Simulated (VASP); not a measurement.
# TlO7 (Fm-3m) in VASP: density of states with PBE

Aim: the density of states of TlO7 with PBE.

All numbers are computed with VASP 6.6.1; they aren't measurements. Logs are shortened: lines on timing, memory, paths and dates and some standing lists are left out, and cuts for length are marked.

### Step 1. The cell of the first run

The structure is cubic, space group Fm-3m (No. 225). Conventional cell: a = 6.824 Å, b = 6.824 Å, c = 6.824 Å, α = 90.00°, β = 90.00°, γ = 90.00°. Within 3.2 Å of Tl (site symmetry m-3m) lie 12 O at 2.41 Å. Within 3.2 Å of O (site symmetry m-3m) lie 12 O at 2.41 Å. O (site symmetry mmm) has 2 Tl at 2.41 Å and 10 O at 2.41 Å within 3.2 Å.

### Step 2. Density of states, PBE

The input, POSCAR:

```
TlO7
1.0
    0.0000000000      3.4118254600      3.4118254600
    3.4118254600      0.0000000000      3.4118254600
    3.4118254600      3.4118254600      0.0000000000
Tl O
1 7
Direct
    0.0000000000      0.0000000000      0.0000000000
    0.5000000000      0.5000000000      0.5000000000
    0.0000000000      0.0000000000      0.5000000000
    0.5000000000      0.0000000000      0.5000000000
    0.0000000000      0.5000000000      0.5000000000
    0.5000000000      0.5000000000      0.0000000000
    0.0000000000      0.5000000000      0.0000000000
    0.5000000000      0.0000000000      0.0000000000
```

The input, INCAR.step1:

```
PREC = Accurate
ENCUT = 520
EDIFF = 1E-7
ISMEAR = 0
SIGMA = 0.1
LREAL = False
LASPH = True
NELM = 100
ALGO = Normal
ISIF = 2
LWAVE = False
LCHARG = True
GGA = PE
NBANDS = 38
```

The input, KPOINTS.step1:

```
regular mesh
0
Gamma
  10 10 10
```

The input, INCAR.step2:

```
PREC = Accurate
ENCUT = 520
EDIFF = 1E-7
ISMEAR = -5
SIGMA = 0.1
LREAL = False
LASPH = True
NELM = 100
ALGO = Normal
ISIF = 2
LWAVE = False
LCHARG = False
GGA = PE
LORBIT = 11
NBANDS = 38
NEDOS = 1001
ICHARG = 11
```

The input, KPOINTS.step2:

```
regular mesh
0
Gamma
  15 15 15
```

Potentials or basis: VASP PAW PBE potentials, release 64 (Tl_d, O).

Run with:

```console
cat potpaw_PBE.64/Tl_d/POTCAR potpaw_PBE.64/O/POTCAR > POTCAR
cp INCAR.step1 INCAR
cp KPOINTS.step1 KPOINTS
mpirun -np 1 vasp_std > vasp.out
cp INCAR.step2 INCAR
cp KPOINTS.step2 KPOINTS
mpirun -np 1 vasp_std > vasp.out
```

OUTCAR:

```text
PREC = Accurate
   ENCUT = 520
   EDIFF = 1E-7
   ISMEAR = -5
   LREAL = False
   LASPH = True
   NELM = 100
   ISIF = 2
   GGA = PE
   LORBIT = 11
   ICHARG = 11

 ion  position               nearest neighbor table
   1  0.000  0.000  0.000-   3 2.41   7 2.41   8 2.41   3 2.41   4 2.41   5 2.41   5 2.41   6 2.41
                             7 2.41   4 2.41   6 2.41   8 2.41
   2  0.500  0.500  0.500-
   3  0.000  0.000  0.500-   1 2.41   1 2.41
   4  0.500  0.000  0.500-   1 2.41   1 2.41
   5  0.000  0.500  0.500-   1 2.41   1 2.41
   6  0.500  0.500  0.000-   1 2.41   1 2.41
   7  0.000  0.500  0.000-   1 2.41   1 2.41
   8  0.500  0.000  0.000-   1 2.41   1 2.41

  LATTYP: Found a face centered cubic cell.
 ALAT       =     6.8236509200

  Lattice vectors:

 A1 = (   0.0000000000,   3.4118254600,   3.4118254600)
 A2 = (   3.4118254600,   0.0000000000,   3.4118254600)
 A3 = (   3.4118254600,   3.4118254600,   0.0000000000)

Analysis of symmetry for initial positions (statically):
=====================================================================
 Subroutine PRICEL returns:
 Original cell was already a primitive cell.

 Routine SETGRP: Setting up the symmetry group for a
 face centered cubic supercell.

 Subroutine GETGRP returns: Found 48 space group operations
 (whereof 48 operations were pure point group operations)
 out of a pool of 48 trial point group operations.

The static configuration has the point symmetry O_h .

Analysis of symmetry for dynamics (positions and initial velocities):
=====================================================================
 Subroutine PRICEL returns:
 Original cell was already a primitive cell.

 Routine SETGRP: Setting up the symmetry group for a
 face centered cubic supercell.

 Subroutine GETGRP returns: Found 48 space group operations
 (whereof 48 operations were pure point group operations)
 out of a pool of 48 trial point group operations.

The dynamic configuration has the point symmetry O_h .

 Subroutine INISYM returns: Found 48 space group operations
 (whereof 48 operations are pure point group operations),
 and found     1 'primitive' translations

----------------------------------------------------------------------------------------

                                     Primitive cell

  volume of cell :      79.4311

  direct lattice vectors                    reciprocal lattice vectors
     0.000000000  3.411825460  3.411825460    -0.146549115  0.146549115  0.146549115
     3.411825460  0.000000000  3.411825460     0.146549115 -0.146549115  0.146549115
     3.411825460  3.411825460  0.000000000     0.146549115  0.146549115 -0.146549115

  length of vectors
     4.825049838  4.825049838  4.825049838     0.253830512  0.253830512  0.253830512

  position of ions in fractional coordinates (direct lattice)
     0.000000000  0.000000000  0.000000000
     0.500000000  0.500000000  0.500000000
     0.000000000  0.000000000  0.500000000
     0.500000000  0.000000000  0.500000000
     0.000000000  0.500000000  0.500000000
     0.500000000  0.500000000  0.000000000
     0.000000000  0.500000000  0.000000000
     0.500000000  0.000000000  0.000000000

  ion indices of the primitive-cell ions
   primitive index   ion index
                 1           1
                 2           2
                 3           3
                 4           4
                 5           5
                 6           6
                 7           7
                 8           8

----------------------------------------------------------------------------------------

 KPOINTS: regular mesh

Automatic generation of k-mesh.
 Grid dimensions read from file:
 generate k-points for:   15   15   15

 Generating k-lattice:

  Cartesian coordinates                     Fractional coordinates (reciprocal lattice)
    -0.009769941  0.009769941  0.009769941     0.066666667  0.000000000  0.000000000
     0.009769941 -0.009769941  0.009769941     0.000000000  0.066666667  0.000000000
     0.009769941  0.009769941 -0.009769941     0.000000000  0.000000000  0.066666667

  Length of vectors
     0.016922034  0.016922034  0.016922034

  Shift w.r.t. Gamma in fractional coordinates (k-lattice)
     0.000000000  0.000000000  0.000000000

 TETIRR: Found    484 inequivalent tetrahedra from    20250

 Subroutine IBZKPT returns following result:
 ===========================================

 Found    120 irreducible k-points:

 Following reciprocal coordinates:
            Coordinates               Weight
  0.000000  0.000000  0.000000      1.000000
  0.066667  0.000000  0.000000      8.000000
  0.133333  0.000000  0.000000      8.000000
  0.200000  0.000000  0.000000      8.000000
  0.266667  0.000000  0.000000      8.000000
  0.333333  0.000000  0.000000      8.000000
[... 16 lines left out ...]
  0.133333  0.133333  0.000000      6.000000
  0.200000  0.133333  0.000000     24.000000
 [... further k-points ...]
   k-points           NKPTS =    120   k-points in BZ     NKDIM =    120   number of bands    NBANDS=     38
   number of dos      NEDOS =   1001   number of ions     NIONS =      8
   total plane-waves  NPLWV =  46656
   dimension x,y,z NGX =    36 NGY =   36 NGZ =   36
   dimension x,y,z NGXF=    72 NGYF=   72 NGZF=   72
   ions per type =               1   7
   NGX,Y,Z   is equivalent  to a cutoff of  12.40, 12.40, 12.40 a.u.
   NGXF,Y,Z  is equivalent  to a cutoff of  24.81, 24.81, 24.81 a.u.
 SYSTEM =  unknown system
   PREC   = accura    normal or accurate (medium, high low for compatibility)
   ISTART =      0    job   : 0-new  1-cont  2-samecut
   ICHARG =     11    charge: 1-file 2-atom 10-const
   ISPIN  =      1    spin polarized calculation?
   LNONCOLLINEAR =      F non collinear calculations
   LSORBIT =      F    spin-orbit coupling
   LASPH  =      T    aspherical Exc in radial PAW
   ENCUT  =  520.0 eV  38.22 Ry    6.18 a.u.   8.97  8.97  8.97*2*pi/ulx,y,z
   NELM   =    100;   NELMIN=  2; NELMDL=  0     # of ELM steps
   EDIFF  = 0.1E-06   stopping-criterion for ELM
   LREAL  =      F    real-space projection
   EDIFFG = 0.1E-05   stopping-criterion for IOM
   NSW    =      0    number of steps for IOM
   IBRION =     -1    ionic relax: 0-MD 1-quasi-New 2-CG
   NFREE  =      0    steps in history (QN), initial steepest desc. (CG)
   ISIF   =      2    stress and relaxation
   ISYM   =      2    0-nonsym 1-usesym 2-fastsym
   POTIM  = 0.5000    time-step for ionic-motion
   TEBEG  =    0.0;   TEEND  =   0.0 temperature during run
   PSTRESS=    0.0 pullay stress
   NELECT =      55.0000    total number of electrons
   NUPDOWN=      -1.0000    fix difference up-down
   EMIN   =  10.00;   EMAX   =-10.00  energy-range for DOS
   EFERMI =   0.00;   METHOD = LEGACY
   ISMEAR =    -5;   SIGMA  =   0.10  broadening in eV -4-tet -1-fermi 0-gaus
   EFERMI_NEDOS =   21; number of points for ismear=-14 and -15
   IALGO  =     38    algorithm
   IMIX   =      4    mixing-type and parameters
     AMIX     =   0.40;   BMIX     =  1.00
     AMIX_MAG =   1.60;   BMIX_MAG =  1.00
  volume/ion in A,a.u.               =       9.93        67.00
  Fermi-wavevector in a.u.,A,eV,Ry     =   1.448324  2.736935 28.540140  2.097641
  Thomas-Fermi vector in A             =   2.566177
   LORBIT       =     11    0 simple, 1 ext, 2 COOP (PROOUT), +10 PAW based schemes
   GGA     = PE    functional components
   LHFCALC =     F    Hartree Fock is set to
   AEXX    =    0.0000 exact exchange contribution
   IVDW    =     0    specifies the selected vdW correction
   LEPSILON=     F    determine dielectric tensor
   LRPA    =     F    only Hartree local field effects (RPA)
 non-spin polarized calculation
 Fermi weights with tetrahedron method with Bloechl corrections
  energy-cutoff  :      520.00
  volume of cell :       79.43
 maximum number of plane-waves:      2160

 number of electron      55.0000045 magnetization

 Free energy of the ion-electron system (eV)
  ---------------------------------------------------
  ext. energy  EPLUGINS =         0.00000000
  ---------------------------------------------------
  free energy    TOTEN  =       -22.40227449 eV

  energy without entropy =      -22.40227449  energy(sigma->0) =      -22.40227449

 E-fermi :   2.8721     XC(G=0): -11.6852

 val. band max:        2.8880951806   @ k =  -0.2667   0.3333   0.0667
 cond. band min:       2.8482279610   @ k =  -0.2667   0.4000   0.1333
 fundamental gap:     -0.0398672196
 Fermi energy:         2.8721443337

 k-point     1 :       0.0000    0.0000    0.0000
  band No.  band energies     occupation
      1     -16.5388      2.00000
      2     -13.9247      2.00000
      3     -13.9247      2.00000
      4     -13.9247      2.00000
      5     -12.9819      2.00000
      6     -12.9011      2.00000
[... 30 lines left out ...]
     37      16.6310      0.00000
     38      18.2181      0.00000

 k-point     2 :       0.0667    0.0000    0.0000
  band No.  band energies     occupation
      1     -16.5140      2.00000
      2     -13.9535      2.00000
      3     -13.9139      2.00000
      4     -13.9139      2.00000
      5     -12.9909      2.00000
      6     -12.9125      2.00000
[... 30 lines left out ...]
     37      16.5103      0.00000
     38      18.2895      0.00000
[... 859 lines left out ...]
     37      16.1815      0.00000
     38      18.5541      0.00000

 k-point    24 :       0.2000    0.1333    0.0000
  band No.  band energies     occupation
      1     -16.3213      2.00000
      2     -14.0468      2.00000
      3     -13.9181      2.00000
      4     -13.8694      2.00000
      5     -13.2137      2.00000
      6     -12.9740      2.00000
[... 30 lines left out ...]
     37      15.9274      0.00000
     38      18.7605      0.00000

 [... further k-points ...]

------------------------ aborting loop because EDIFF is reached ----------------------------------------

  FORCE on cell =-STRESS in cart. coord.  units (eV):
  Direction    XX          YY          ZZ          XY          YZ          ZX
  --------------------------------------------------------------------------------------
  -------------------------------------------------------------------------------------
  Total       -0.1945661     -0.1945661     -0.1945661      0.0000000      0.0000000      0.0000000
  in kB       -3.9245277     -3.9245277     -3.9245277      0.0000000      0.0000000      0.0000000
  external PRESSURE =      -3.9245277 kB  Pullay stress =       0.0000000 kB

 VOLUME and BASIS-vectors are now :
 -----------------------------------------------------------------------------
  energy-cutoff  :      520.00
  volume of cell :       79.43
      direct lattice vectors                 reciprocal lattice vectors
     0.000000000  3.411825460  3.411825460    -0.146549115  0.146549115  0.146549115
     3.411825460  0.000000000  3.411825460     0.146549115 -0.146549115  0.146549115
     3.411825460  3.411825460  0.000000000     0.146549115  0.146549115 -0.146549115

 POSITION                                       TOTAL-FORCE (eV/Angst)
 -----------------------------------------------------------------------------------
      0.00000      0.00000      0.00000         0.000000     -0.000000     -0.000000
      3.41183      3.41183      3.41183        -0.000000     -0.000000      0.000000
      1.70591      1.70591      0.00000        -0.000000      0.000000     -0.000000
      1.70591      3.41183      1.70591        -0.000000      0.000000     -0.000000
      3.41183      1.70591      1.70591         0.000000     -0.000000      0.000000
      1.70591      1.70591      3.41183        -0.000000     -0.000000      0.000000
      1.70591      0.00000      1.70591        -0.000000     -0.000000      0.000000
      0.00000      1.70591      1.70591         0.000000     -0.000000     -0.000000
 -----------------------------------------------------------------------------------
    total drift:                               -0.000000      0.000000      0.000000

  FREE ENERGIE OF THE ION-ELECTRON SYSTEM (eV)
  ---------------------------------------------------
  free  energy   TOTEN  =       -22.4022744888 eV

  energy  without entropy=      -22.4022744888  energy(sigma->0) =      -22.40227449

 total charge

# of ion       s       p       d       tot
------------------------------------------
    1        0.677   0.408   9.863  10.948
    2        1.649   2.911   0.000   4.560
    3        1.640   3.017   0.000   4.657
    4        1.640   3.017   0.000   4.657
    5        1.640   3.017   0.000   4.657
    6        1.640   3.017   0.000   4.657
    7        1.640   3.017   0.000   4.657
    8        1.640   3.017   0.000   4.657
--------------------------------------------------
tot         12.165  21.422   9.863  43.450
```

Wall time 12 min (1 thread of Oxide Virtual Turin-like, shared host); peak memory 0.35 GiB.

What came out:

| Property | Result |
| --- | --- |
| Valence electrons inside the program's atomic spheres | Tl 10.95; O 4.56, 4.66 |

Caveat: spin-orbit coupling is left out, which moves the levels of the heavy elements; an odd number of electrons without spin polarisation forces a metal; a magnetic or distorted state may lie lower; tetrahedron occupations give inexact forces and stress in metals.
